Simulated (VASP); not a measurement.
Input of a VASP 6.6.1 run:

The input INCAR:

```
SYSTEM = Si
ALGO = Normal
EDIFF = 1E-6
ENCUT = 520
ISIF = 2
ISMEAR = 0
LASPH = .TRUE.
LCHARG = .TRUE.
LELF = .TRUE.
LREAL = .FALSE.
LVHAR = .TRUE.
LWAVE = .FALSE.
NBANDS = 16
NELM = 100
PREC = Accurate
SIGMA = 0.03
```

Contents of KPOINTS:

```
k-points
0
G
  12 12 6
  0 0 0
```

POSCAR

```
Si
1.0
    3.5775365161      0.0000000000      0.0000000000
   -1.7887682581      3.0982375059      0.0000000000
    0.0000000000      0.0000000000      7.1014099845
Si
4
Direct
    0.3333333333      0.6666666667      0.0391837161
    0.6666666667      0.3333333333      0.5391837161
    0.3333333333      0.6666666667      0.4608162839
    0.6666666667      0.3333333333      0.9608162839
```

Potentials or basis: VASP PAW LDA potentials, release 64 (Si).

Run with:

```sh
$ cat potpaw_LDA.64/Si/POTCAR > POTCAR
$ mpirun -np 1 vasp_std > vasp.out
```

Q: Predict the largest force.

A: 2.384 eV/Å.

Q: Predict the band gap on the k mesh.

A: 0.01 eV.

Stress tensor (GPa, compression positive):
```
27.72  0.00  0.00
 0.00 27.72  0.00
 0.00  0.00 -8.24
```

Caveat: the cell stands under pressure; forces of over 1 eV/Å act on the atoms, so gaps and moduli don't describe the material at rest. A k mesh can miss the band edges.
